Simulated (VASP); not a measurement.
# SnO in VASP: notebook, part 2 of 2

VASP 6.6.1. Earlier steps stand in the parts before.

**3. Single point, PBE+D3(BJ) (layers slid over each other)**

Input file INCAR:

```
ALGO = Normal
DIPOL = 0.5 0.5 0.399
EDIFF = 1E-6
ENCUT = 520
GGA = PE
IDIPOL = 3
ISIF = 2
ISMEAR = 0
IVDW = 12
LASPH = True
LCHARG = False
LDIPOL = True
LREAL = False
LWAVE = False
NBANDS = 50
NELM = 60
PREC = Accurate
SIGMA = 0.05
```

Input file KPOINTS:

```
k-points
0
Gamma
  7 7 1
```

Input file POSCAR:

```
SnO
1.0
    3.8201528543      0.0002954551      0.0000000000
   -0.0003145191      3.8201528528      0.0000000000
    0.0000000000      0.0000000000     22.2260743460
Sn O
4 4
Direct
    0.9999452911      0.9999452911      0.2024649036
    0.4999452911      0.4999452911      0.3087831466
    0.9999452911      0.4999452911      0.4896517938
    1.4999452911      0.9999452911      0.5959700368
    0.9999461074      0.4999461074      0.2556240251
    0.4999461074      0.9999461074      0.2556240251
    0.9999444748      0.9999444748      0.5428109153
    1.4999444748      0.4999444748      0.5428109153
```

Potentials or basis: VASP PAW PBE potentials, release 64 (Sn_d, O).

On the command line:

```bash
cat potpaw_PBE.64/Sn_d/POTCAR potpaw_PBE.64/O/POTCAR > POTCAR
mpirun -np 1 vasp_std > vasp.out
```

OUTCAR:

```text
EDIFF = 1E-6
   ENCUT = 520
   GGA = PE
   ISIF = 2
   ISMEAR = 0
   IVDW = 12
   LASPH = True
   LREAL = False
   NELM = 60
   PREC = Accurate
 IVDW          = 12

 ion  position               nearest neighbor table
   1  1.000  1.000  0.202-   6 2.25   5 2.25   6 2.25   5 2.25   2 3.59   2 3.59   2 3.59   2 3.59

   2  0.500  0.500  0.309-   5 2.25   6 2.25   5 2.25   6 2.25   1 3.59   1 3.59   1 3.59   1 3.59

   3  1.000  0.500  0.490-   8 2.25   7 2.25   8 2.25   7 2.25   4 3.59   4 3.59   4 3.59   4 3.59

   4  0.500  1.000  0.596-   7 2.25   8 2.25   7 2.25   8 2.25   3 3.59   3 3.59   3 3.59   3 3.59

   5  1.000  0.500  0.256-   2 2.25   1 2.25   2 2.25   1 2.25
   6  0.500  1.000  0.256-   1 2.25   2 2.25   1 2.25   2 2.25
   7  1.000  1.000  0.543-   4 2.25   3 2.25   4 2.25   3 2.25
   8  0.500  0.500  0.543-   3 2.25   4 2.25   3 2.25   4 2.25

  LATTYP: Found a simple tetragonal cell.
 ALAT       =     3.8201528657
 C/A-ratio  =     5.8181112451

  Lattice vectors:

 A1 = (   3.8201528543,   0.0002954551,   0.0000000000)
 A2 = (  -0.0003145191,   3.8201528528,   0.0000000000)
 A3 = (   0.0000000000,   0.0000000000,  22.2260743460)

Analysis of symmetry for initial positions (statically):
=====================================================================
 Subroutine PRICEL returns:
 Original cell was already a primitive cell.

 Routine SETGRP: Setting up the symmetry group for a
 simple tetragonal supercell.

 Subroutine GETGRP returns: Found  8 space group operations
 (whereof  1 operations were pure point group operations)
 out of a pool of 16 trial point group operations.

The static configuration has the point symmetry C_1 .
 The point group associated with its full space group is D_2h.

Analysis of symmetry for dynamics (positions and initial velocities):
=====================================================================
 Subroutine PRICEL returns:
 Original cell was already a primitive cell.
[... 142 lines left out ...]
   LRPA    =     F    only Hartree local field effects (RPA)
 non-spin polarized calculation
 Gauss-broadening in eV      SIGMA  =   0.05
  energy-cutoff  :      520.00
  volume of cell :      324.36
 maximum number of plane-waves:      8769
   NGX = 15   NGY = 15   NGZ = 83

 dipolmoment           0.000000      0.000000      0.000011 electrons x Angstroem

 number of electron      79.9999971 magnetization

 dipolmoment           0.000000      0.000000     -0.000000 electrons x Angstroem

 Free energy of the ion-electron system (eV)
  ---------------------------------------------------
  ext. energy  EPLUGINS =         0.00000000
  ---------------------------------------------------
  free energy    TOTEN  =       -45.16967786 eV

  energy without entropy =      -45.16967786  energy(sigma->0) =      -45.16967786

 E-fermi :   0.0733     XC(G=0):  -5.2991

 val. band max:       -0.1550615431   @ k =   0.0000   0.1429   0.0000
 cond. band min:       2.1820662264   @ k =   0.0000   0.4286   0.0000
 fundamental gap:      2.3371277695
 Fermi energy:         0.0733292893

 k-point     1 :       0.0000    0.0000    0.0000
  band No.  band energies     occupation
      1     -21.0539      2.00000
      2     -21.0539      2.00000
      3     -20.6934      2.00000
      4     -20.6934      2.00000
      5     -20.6561      2.00000
      6     -20.6557      2.00000
[... 837 lines left out ...]
     49       6.3678      0.00000
     50       6.3820      0.00000

------------------------ aborting loop because EDIFF is reached ----------------------------------------

 vacuum level on the upper side and lower side of the slab       (xc-potential included)        -0.151        -0.151

 Edisp (eV)   -1.25356

 E8    (eV) :    -0.5544

  FORCE on cell =-STRESS in cart. coord.  units (eV):
  Direction    XX          YY          ZZ          XY          YZ          ZX
  --------------------------------------------------------------------------------------
  -------------------------------------------------------------------------------------
  Total       0.30556     0.18582    -0.08310     0.00001     0.00000     0.00000
  in kB       1.50930     0.91787    -0.41046     0.00004     0.00000     0.00000
  external pressure =        0.67 kB  Pullay stress =        0.00 kB

 VOLUME and BASIS-vectors are now :
 -----------------------------------------------------------------------------
  energy-cutoff  :      520.00
  volume of cell :      324.36
      direct lattice vectors                 reciprocal lattice vectors
     3.820152854  0.000295455  0.000000000     0.261769629  0.000021552  0.000000000
    -0.000314519  3.820152853  0.000000000    -0.000020246  0.261769629  0.000000000
     0.000000000  0.000000000 22.226074346     0.000000000  0.000000000  0.044992201

 POSITION                                       TOTAL-FORCE (eV/Angst)
 -----------------------------------------------------------------------------------
      3.81963      3.82024      4.50000         0.000000     -0.000000     -0.079298
      1.90971      1.91002      6.86304         0.000000     -0.000000      0.125220
      3.81979      1.91016     10.88304         0.000000     -0.000000     -0.125220
      1.90955      3.82009     13.24607         0.000000     -0.000000      0.079298
      3.81979      1.91017      5.68152        -0.000000      0.000000      0.008274
      1.90956      3.82009      5.68152         0.000000      0.000000      0.009909
      3.81963      3.82024     12.06456         0.000000     -0.000000     -0.009909
      1.90971      1.91001     12.06456        -0.000000     -0.000000     -0.008274
 -----------------------------------------------------------------------------------
    total drift:                               -0.000001     -0.000001      0.000007

  FREE ENERGIE OF THE ION-ELECTRON SYSTEM (eV)
  ---------------------------------------------------
  free  energy   TOTEN  =       -46.4232351621 eV

  energy  without entropy=      -46.4232351621  energy(sigma->0) =      -46.42323516

 vacuum level on the upper side and lower side of the slab         4.803         4.803
```

OSZICAR:

```text
N       E                     dE             d eps       ncg     rms          rms(c)
DAV:   1     0.941875419356E+03    0.94188E+03   -0.38219E+04  1688   0.181E+03
DAV:   2     0.137441635030E+03   -0.80443E+03   -0.77653E+03  1768   0.489E+02
DAV:   3    -0.394305595129E+02   -0.17687E+03   -0.17075E+03  2000   0.220E+02
[... 15 lines left out ...]
DAV:  19    -0.451696478478E+02   -0.28106E-04   -0.19323E-06  1374   0.878E-03    0.235E-03
DAV:  20    -0.451696709556E+02   -0.23108E-04   -0.12159E-06  1184   0.515E-03    0.205E-03
DAV:  21    -0.451696755272E+02   -0.45716E-05   -0.20836E-07  1186   0.358E-03    0.152E-03
DAV:  22    -0.451696774312E+02   -0.19039E-05   -0.21940E-07  1114   0.295E-03    0.229E-04
DAV:  23    -0.451696778628E+02   -0.43162E-06   -0.12150E-07  1164   0.191E-03
   1 F= -.46423235E+02 E0= -.46423235E+02  d E =-.224188E-11
```

It took 7.1 min on 1 thread of Oxide Virtual Turin-like, shared host; peak memory 0.41 GiB.

Results:

```yaml
Free_energy: -46.4232 eV
Largest_force: 0.125 eV/Å
Band_gap_on_the_k_mesh: 2.34 eV (least direct gap 2.53 eV)
Dispersion_energy_per_atom: -0.157 eV
```

Forces in eV/Å, atoms in the order of the input:
```
Sn   0.000  0.000 -0.079
Sn   0.000  0.000  0.125
Sn   0.000  0.000 -0.125
Sn   0.000  0.000  0.079
O    0.000  0.000  0.008
O    0.000  0.000  0.010
O    0.000  0.000 -0.010
O    0.000  0.000 -0.008
```

Caveat: the cell differs from its parent crystal (layers slid over each other); spin-orbit coupling is left out, which moves the levels of the heavy elements.

**4. Single point, PBE+D3(BJ) (layers slid over each other)**

Input file INCAR:

```
ALGO = Normal
DIPOL = 0.5 0.5 0.415
EDIFF = 1E-6
ENCUT = 520
GGA = PE
IDIPOL = 3
ISIF = 2
ISMEAR = 0
IVDW = 12
LASPH = T
LCHARG = F
LDIPOL = T
LREAL = F
LWAVE = F
NBANDS = 50
NELM = 100
PREC = Accurate
SIGMA = 0.05
```

KPOINTS is that of step 3.

Input file POSCAR:

```
SnO
1.0
    3.8201528543      0.0002954551      0.0000000000
   -0.0003145191      3.8201528528      0.0000000000
    0.0000000000      0.0000000000     22.2260743460
Sn O
4 4
Direct
    0.9999452911      0.9999452911      0.2024649036
    0.4999452911      0.4999452911      0.3087831466
    0.9999452911      0.4999452911      0.5202464904
    1.4999452911      0.9999452911      0.6265647333
    0.9999461074      0.4999461074      0.2556240251
    0.4999461074      0.9999461074      0.2556240251
    0.9999444748      0.9999444748      0.5734056119
    1.4999444748      0.4999444748      0.5734056119
```

On the command line:

```bash
cat potpaw_PBE.64/Sn_d/POTCAR potpaw_PBE.64/O/POTCAR > POTCAR
mpirun -np 1 vasp_std > vasp.out
```

Wall time 5.6 min (1 thread of Oxide Virtual Turin-like, shared host); peak memory 0.41 GiB.

The run converged. Its results:

```yaml
Free_energy: -46.3732 eV
Largest_force: 0.150 eV/Å
Band_gap_on_the_k_mesh: 2.65 eV (least direct gap 2.67 eV)
Dispersion_energy_per_atom: -0.150 eV
```

Forces in eV/Å, atoms in the order of the input:
```
Sn   0.000  0.000 -0.087
Sn   0.000  0.000  0.150
Sn   0.000  0.000 -0.150
Sn   0.000  0.000  0.087
O    0.000  0.000  0.004
O    0.000  0.000  0.004
O    0.000  0.000 -0.004
O    0.000  0.000 -0.004
```

Levels at points of the mesh, in eV from the valence-band top:
```csv
k point,band 36,band 37,band 38,band 39,band 40,band 41,band 42,band 43,band 44,band 45
"(0.00, 0.00, 0.00)",-1.84,-1.84,-1.84,-0.39,-0.03,2.65,2.98,2.98,3.65,4.97
```

Caveat: the cell differs from its parent crystal (layers slid over each other); spin-orbit coupling is left out, which moves the levels of the heavy elements.

**5. Summary**

| cell | gap on the mesh (eV) | largest force (eV/Å) |
| --- | --- | --- |
| as given, atomic positions A | 1.80 | 0.07 |
| as given, atomic positions B | 2.34 | 0.13 |
| as given, atomic positions C | 2.65 | 0.15 |

Alike in all rows: task single point; level PBE+D3(BJ); potentials or basis VASP PAW PBE potentials, release 64 (Sn_d, O); no spin polarisation; k mesh 7 × 7 × 1; cutoff (eV) 520; smearing gaussian 0.05 eV.

Caveats: spin-orbit coupling is left out, which moves the levels of the heavy elements.

Total energies depend on the potentials used, so only differences within one code and one set of settings carry meaning.
